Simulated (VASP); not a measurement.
A run of VASP 6.6.1 is set up as follows.

File INCAR:

```
SYSTEM = AlN
ALGO = Normal ; EDIFF = 1E-6
ENCUT = 520 ; GGA = CA
ISIF = 2 ; ISMEAR = 0
LASPH = .True. ; LCHARG = .True.
LELF = .True. ; LREAL = .False.
LVHAR = .True. ; LWAVE = .False.
NBANDS = 11 ; NELM = 80
PREC = Accurate ; SIGMA = 0.01
```

KPOINTS

```
k-points
0
Gamma
  10 10 10
  0 0 0
```

POSCAR

```
AlN
1.0
    2.1485821229      2.1485821229      0.0000000000
   -2.1485821229      2.1485821229      0.0000000000
    0.0000000000      2.1485821229      2.1485821229
Al N
1 1
Direct
    0.0000000000      0.0000000000      0.0000000000
    0.2500000000      0.7500000000      0.5000000000
```

Potentials or basis: VASP PAW LDA potentials, release 64 (Al, N).

Launch:

```sh
$ cat potpaw_LDA.64/Al/POTCAR potpaw_LDA.64/N/POTCAR > POTCAR
$ mpirun -np 1 vasp_std > vasp.out
```

Q: Predict the band gap on the k mesh.

A: 3.24 eV, indirect (least direct gap 4.68 eV).

Q: What does it give for the pressure?

A: 7.8 GPa.

A k mesh can miss the band edges. LDA gaps usually lie below the measured ones, often by a third to a half.
